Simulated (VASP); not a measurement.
Runs of VASP 6.6.1 on HgTe (zincblende type). The structure is that of space group F-43m (No. 216), or close to it. The cells are those of the table. 

```csv
task,cell,cutoff (eV),k mesh for the DOS,occupations for the DOS,gap on the mesh (eV),pressure (GPa)
single point,"a = 3.854 Å, angles 60.0°, 2 atoms",520,-,-,0.40,95.3
single point,"a = 4.607 Å, angles 60.0°, 2 atoms",500,-,-,none,(b)
single point,"a = 4.507 Å, angles 60.0°, 2 atoms",520,-,-,none,6.2
single point,"a = 4.703 Å, angles 60.0°, 2 atoms",520,-,-,none,0.0
single point,"a = 4.053 Å, angles 60.0°, 2 atoms",520,-,-,0.24,48.4
single point,"a = 4.703 Å, angles 60.0°, 2 atoms",500,-,-,none,0.0
relaxation of cell and atoms,"relaxed from a = 4.394 Å, angles 60.0°, 2 atoms",600,-,-,none,0.0
single point,"a = 4.216 Å, angles 60.0°, 2 atoms",520,-,-,none,(a)
```

Alike in all rows: level PBE; potentials or basis VASP PAW PBE potentials, release 64 (Hg, Te); no spin polarisation; k mesh 11 × 11 × 11; smearing fermi-dirac 0.05 eV.

Problem. Estimate the missing entries.

Solution. (a) 26.4; (b) 2.5.

Caveats: spin-orbit coupling is left out, which moves the levels of the heavy elements.

A k mesh can miss the band edges, and the runs leave out spin-orbit coupling on Hg, Te.

A gap of «none» marks levels without a gap at the run's occupations.
